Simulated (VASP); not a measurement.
KTaO3, 5 atoms in the cell. Symmetry: Pm-3m, No. 221, cubic system. The conventional cell has a = 3.900 Å, b = 3.900 Å, c = 3.900 Å, α = 90.00°, β = 90.00°, γ = 90.00°. Within 3.6 Å of K (site symmetry m-3m) lie 12 O at 2.76 Å and 8 Ta at 3.38 Å. Ta (site symmetry m-3m) has 6 O at 1.95 Å within 2.6 Å. Within 2.6 Å of O (site symmetry 4/mmm) lie 2 Ta at 1.95 Å.  This cell differs from its parent crystal: volume scaled by 0.91.

```yaml
Program: VASP 6.6.1
Task: single point
Functional: PBE
Potentials_or_basis: VASP PAW PBE potentials, release 64 (K_sv, Ta_pv, O)
Cutoff: 520 eV
k_mesh: 8 × 8 × 8
Occupations: gaussian, width 0.02 eV
Spin: no spin polarisation
Dipole_correction: no
Further_INCAR_settings: ALGO = Normal; EDIFF = 1e-07; NBANDS = 27
```

Potentials or basis: VASP PAW PBE potentials, release 64 (K_sv, Ta_pv, O).

Command:

```console
$ cat potpaw_PBE.64/K_sv/POTCAR potpaw_PBE.64/Ta_pv/POTCAR potpaw_PBE.64/O/POTCAR > POTCAR
$ mpirun -np 1 vasp_std > vasp.out
```

Hardware: 1 thread of Intel(R) Xeon(R) Platinum 8488C (Sapphire Rapids), with other jobs on the host.

Q: How long does it take, and how much memory?

A: Run time: 68 s on 1 thread of Intel(R) Xeon(R) Platinum 8488C (Sapphire Rapids), on a shared host, peak memory 0.2 GiB. Counts: scf iterations 15, k points 35.
